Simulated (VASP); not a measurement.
Write the native input for VASP 6.6.1 that does the following.

| Item | Value |
| --- | --- |
| Task | single point |
| Functional | PBEsol |
| Potentials or basis | VASP PAW PBE potentials, release 64 (Cu, N) |
| Cutoff | 600 eV |
| k mesh | 12 × 12 × 12 |
| Occupations | gaussian, width 0.1 eV |
| Spin | no spin polarisation |
| Dipole correction | no |
| Further INCAR settings | ALGO = Normal; EDIFF = 1e-06; NBANDS = 27 |

The structure of Cu3N lies in POSCAR:

```
Cu3N
1.0
    3.7650243478      0.0000000000      0.0000000000
    0.0000000000      3.7650243478      0.0000000000
    0.0000000000      0.0000000000      3.7650243478
Cu N
3 1
Direct
    0.5000000000      0.0000000000      0.0000000000
    0.0000000000      0.5000000000      0.0000000000
    0.0000000000      0.0000000000      0.5000000000
    0.0000000000      0.0000000000      0.0000000000
```

The input as run:

INCAR

```
  ALGO = Normal
  EDIFF = 1E-6
  ENCUT = 600
  GGA = PS
  GGA_COMPAT = False
  ISIF = 2
  ISMEAR = 0
  LASPH = True
  LCHARG = False
  LREAL = False
  LWAVE = False
  NBANDS = 27
  NELM = 120
  PREC = Accurate
  SIGMA = 0.1
```

KPOINTS

```
k-points
0
Gamma
  12 12 12
```

Potentials or basis: VASP PAW PBE potentials, release 64 (Cu, N).

The run is started by

```sh
$ cat potpaw_PBE.64/Cu/POTCAR potpaw_PBE.64/N/POTCAR > POTCAR
$ mpirun -np 1 vasp_std > vasp.out
```

It gave:

```yaml
Pressure: 0.8 GPa
```

Caveat: the PAW data sets were made with another functional, which shifts forces and pressure a little.

Wall time 78 s on 1 thread of Intel(R) Xeon(R) Platinum 8488C (Sapphire Rapids), on a shared host, peak memory 0.25 GiB.
